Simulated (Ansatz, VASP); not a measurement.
Two plane-wave programs on Au

```
Au
1.0
     2.90000    0.00000    0.00000
    -1.45000    2.51147    0.00000
     0.00000    0.00000    4.88000
Au
2
Direct
  0.16026 0.53997 0.65779
  0.66667 0.33333 0.25000
```

Alike in both runs: task single point; functional PBEsol; k mesh 18 × 18 × 10; occupations gaussian, width 0.15 eV; no spin polarisation.

```csv
,VASP,Ansatz
version,VASP 6.6.1,Ansatz 0.2.0
potentials or method,"VASP PAW PBE potentials, release 64 (Au), cutoff 520 eV","scalar-relativistic, plane waves, PAW"
valence electrons in the cell,22,38
```

|  | VASP | Ansatz | Ansatz less VASP |
| --- | --- | --- | --- |
| gap on the k mesh at the Fermi level (eV) | none | none | - |
| pressure (GPa) | 16.7 | 17.0 | +0.24 |
| traceless stress, the component that is largest in VASP (GPa) | 17.87 | 17.93 | +0.063 |
| rms of the force components (eV/Å) | 3.447 | 3.461 | +0.0137 |

VASP's potentials were made for PBE, not for PBEsol. Atom by atom the forces differ by 0.014 eV/Å (rms over components). A gap of «none» marks a metal or a gap that the smearing closes. The functional is the same, so the differences come from potentials, cutoffs and numerics. VASP's potentials hold 22 valence electrons a cell and Ansatz's 38, so a difference there can come from the potentials and not from the codes.

Spin-orbit coupling is off throughout.
